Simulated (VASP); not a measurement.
# Ir (P6/mmm) in VASP: a series of runs, part 2 of 2

VASP 6.6.1.

### 4 Relaxation of cell and atoms, PBEsol

This run uses another cell than the first one, of 15.32 Å³/atom, 1.053 times its volume.

Input file INCAR:

```
PREC = Accurate
ENCUT = 600
EDIFF = 1E-7
ISMEAR = 0
SIGMA = 0.1
LREAL = F
LASPH = T
NELM = 100
ALGO = Fast
ISIF = 3
LWAVE = F
LCHARG = F
GGA = PS
IBRION = 2
NSW = 100
EDIFFG = -0.01
```

Input file KPOINTS:

```
Automatic mesh
0
Gamma
  24 24 22
```

Input file POSCAR:

```
Ir
1.0
    2.6251431509      0.0000000000      0.0000000000
   -1.3125715754      2.2734406572      0.0000000000
    0.0000000000      0.0000000000      2.5664953775
Ir
1
Direct
    0.0000000000      0.0000000000      0.0000000000
```

Potentials or basis: VASP PAW PBE potentials, release 64 (Ir).

The run is started by

```
> cat potpaw_PBE.64/Ir/POTCAR > POTCAR
> mpirun -np 1 vasp_std > vasp.out
```

OUTCAR:

```text
PREC = Accurate
   ENCUT = 600
   EDIFF = 1E-7
   ISMEAR = 0
   LREAL = F
   LASPH = T
   NELM = 100
   ISIF = 3
   GGA = PS
   IBRION = 2
   NSW = 100
   EDIFFG = -0.01

 ion  position               nearest neighbor table
   1  0.000  0.000  0.000-

  LATTYP: Found a hexagonal cell.
 ALAT       =     2.6251431509
 C/A-ratio  =     0.9776592094

  Lattice vectors:

 A1 = (   2.6251431509,   0.0000000000,   0.0000000000)
 A2 = (  -1.3125715754,   2.2734406572,   0.0000000000)
 A3 = (   0.0000000000,   0.0000000000,   2.5664953775)

Analysis of symmetry for initial positions (statically):
=====================================================================
 Subroutine PRICEL returns:
 Original cell was already a primitive cell.

 Routine SETGRP: Setting up the symmetry group for a
 hexagonal supercell.

 Subroutine GETGRP returns: Found 24 space group operations
 (whereof 24 operations were pure point group operations)
 out of a pool of 24 trial point group operations.

The static configuration has the point symmetry D_6h.

Analysis of symmetry for dynamics (positions and initial velocities):
[... 167 lines left out ...]
  -------------------------------------------------------------------------------------
  Total        0.1939822      0.1939822      0.0704105      0.0000000     -0.0000000      0.0000000
  in kB       20.2906270     20.2906270      7.3649725      0.0000000     -0.0000000      0.0000000
  external PRESSURE =      15.9820755 kB  Pullay stress =       0.0000000 kB
[... 162 lines left out ...]
--------------------------------------- Ionic step        6  -------------------------------------------

 number of electron       9.0000000 magnetization

 Free energy of the ion-electron system (eV)
  ---------------------------------------------------
  ext. energy  EPLUGINS =         0.00000000
  ---------------------------------------------------
  free energy    TOTEN  =        -9.20494205 eV

  energy without entropy =       -9.19952752  energy(sigma->0) =       -9.20223479

 E-fermi :   8.5393     XC(G=0): -13.5185

 val. band max:        8.5352827646   @ k =   0.1667   0.0417   0.0909
 cond. band min:       8.5397287390   @ k =   0.2083   0.0000   0.0455
 fundamental gap:      0.0044459744
 Fermi energy:         8.5393379253

 k-point     1 :       0.0000    0.0000    0.0000
  band No.  band energies     occupation
      1      -1.4111      2.00000
      2       2.2333      2.00000
      3       5.3879      2.00000
      4       5.3879      2.00000
      5      10.0545      0.00000
      6      10.0545      0.00000
      7      23.4204      0.00000
      8      23.9133      0.00000
[... 243 lines left out ...]
 k-point    24 :       0.4583    0.0417    0.0000
  band No.  band energies     occupation
      1       1.4244      2.00000
      2       3.3082      2.00000
      3       6.8402      2.00000
      4       8.0911      2.00000
      5       9.3105      0.00000
      6      10.8537      0.00000
      7      15.9240      0.00000
      8      22.3458      0.00000

 [... further k-points ...]
[... 5 lines left out ...]
  --------------------------------------------------------------------------------------
  -------------------------------------------------------------------------------------
  Total       -0.0055749     -0.0055749      0.0005007     -0.0000000     -0.0000000      0.0000000
  in kB       -0.5803285     -0.5803285      0.0521220     -0.0000000     -0.0000000      0.0000000
  external PRESSURE =      -0.3695117 kB  Pullay stress =       0.0000000 kB
[... 16 lines left out ...]
  FREE ENERGIE OF THE ION-ELECTRON SYSTEM (eV)
  ---------------------------------------------------
  free  energy   TOTEN  =        -9.2049420506 eV

  energy  without entropy=       -9.1995275217  energy(sigma->0) =       -9.20223479

 reached required accuracy - stopping structural energy minimisation
```

OSZICAR:

```text
N       E                     dE             d eps       ncg     rms          rms(c)
DAV:   1     0.474310830980E+02    0.47431E+02   -0.48656E+03 11768   0.114E+03
DAV:   2    -0.898864773572E+01   -0.56420E+02   -0.55136E+02 11768   0.213E+02
DAV:   3    -0.974641588242E+01   -0.75777E+00   -0.75620E+00 16376   0.339E+01
[... 52 lines left out ...]
       N       E                     dE             d eps       ncg     rms          rms(c)
DAV:   1    -0.920496897058E+01   -0.33995E-04   -0.10989E-03 12592   0.348E-01    0.262E-02
RMM:   2    -0.920494698717E+01    0.21983E-04   -0.16040E-05 11712   0.522E-02    0.104E-02
RMM:   3    -0.920494208012E+01    0.49071E-05   -0.98766E-06 11712   0.293E-02    0.309E-03
RMM:   4    -0.920494205061E+01    0.29518E-07   -0.60692E-07 11014   0.113E-02
   6 F= -.92049421E+01 E0= -.92022348E+01  d E =-.409603E-05
```

CONTCAR:

```text
Ir
   1.00000000000000
     2.6309683193357722    0.0000000000001281    0.0000000000000000
    -1.3154841596176645    2.2784854010463045   -0.0000000000000000
     0.0000000000000000    0.0000000000000000    2.5674997458446769
  Ir
     1
Direct
     0.0000000000000000    0.0000000000000000    1.0000000000000000

  0.00000000E+00  0.00000000E+00  0.00000000E+00
```

Run time: 2.1 min. Hardware: 1 thread of Intel Xeon 6975P-C (Granite Rapids), shared host; peak memory 0.28 GiB.

Results:

| Quantity | Value |
| --- | --- |
| Free energy | -9.2049 eV |
| Relaxed volume | 15.39 Å³/atom |
| Relaxed cell | a = 2.631 Å, b = 2.631 Å, c = 2.567 Å, α = 90.00°, β = 90.00°, γ = 120.00° |
| Space group after relaxing (to 0.05 Å) | P6/mmm (No. 191) |
| Energy gained by relaxing | 0.4 meV/atom |
| Ionic steps | 6 |
| Pressure after relaxing | 0.0 GPa |

Step by step:
| step | energy change (eV) | largest force (eV/Å) | pressure (GPa) | volume (Å³) |
| --- | --- | --- | --- | --- |
| 1 | 0.0000 | 0.0000 | 1.60 | 15.32 |
| 2 | 0.0047 | 0.0000 | -5.49 | 15.66 |
| 3 | -0.0004 | 0.0000 | -0.04 | 15.39 |
| 4 | -0.0004 | 0.0000 | -0.09 | 15.39 |
| 5 | -0.0004 | 0.0000 | 0.02 | 15.39 |
| 6 | -0.0004 | 0.0000 | -0.04 | 15.39 |

Final structure:
```
Ir
1.0
     2.63097    0.00000    0.00000
    -1.31548    2.27849    0.00000
     0.00000    0.00000    2.56750
Ir
1
Cartesian
  0.0000 0.0000 2.5675
```

Levels at points of the mesh, in eV from the Fermi level:
```
           k point  band 1  band 2  band 3  band 4  band 5  band 6  band 7  band 8
(0.00, 0.00, 0.00)   -9.95   -6.31   -3.15   -3.15    1.52    1.52   14.88   15.37
(0.50, 0.00, 0.00)   -7.19   -5.23   -1.73   -0.16    0.81    2.11    7.35   14.02
(0.00, 0.00, 0.50)   -7.19   -2.61   -2.61   -1.46   -0.97   -0.97    5.89   18.36
(0.50, 0.00, 0.50)   -6.68   -6.02   -2.14    2.34    3.21    5.41    5.63   13.62
```

Caveat: the PAW data sets were made with another functional, which shifts forces and pressure a little; spin-orbit coupling is left out, which moves the levels of the heavy elements.

### 5 Overview

```tsv
task	cell	k mesh	cutoff (eV)	gap on the mesh (eV)	pressure (GPa)	relaxed volume (Å³/atom)
relaxation of cell and atoms	relaxed from a = 2.619, b = 2.619, c = 2.448 Å, angles 90.0, 90.0, 120.0°, 1 atom	9 × 9 × 8	600	none	-0.3	15.38
single point	a = 2.629, b = 2.629, c = 2.566 Å, angles 90.0, 90.0, 120.0°, 1 atom	24 × 24 × 22	520	none	0.6	-
relaxation of cell and atoms	relaxed from a = 2.625, b = 2.625, c = 2.566 Å, angles 90.0, 90.0, 120.0°, 1 atom	24 × 24 × 22	600	none	0.0	15.39
```

Alike in all rows: level PBEsol; potentials or basis VASP PAW PBE potentials, release 64 (Ir); no spin polarisation; smearing gaussian 0.1 eV.

Caveats: the PAW data sets were made with another functional, which shifts forces and pressure a little; spin-orbit coupling is left out, which moves the levels of the heavy elements.

Total energies depend on the potentials used, so only differences within one code and one set of settings carry meaning.
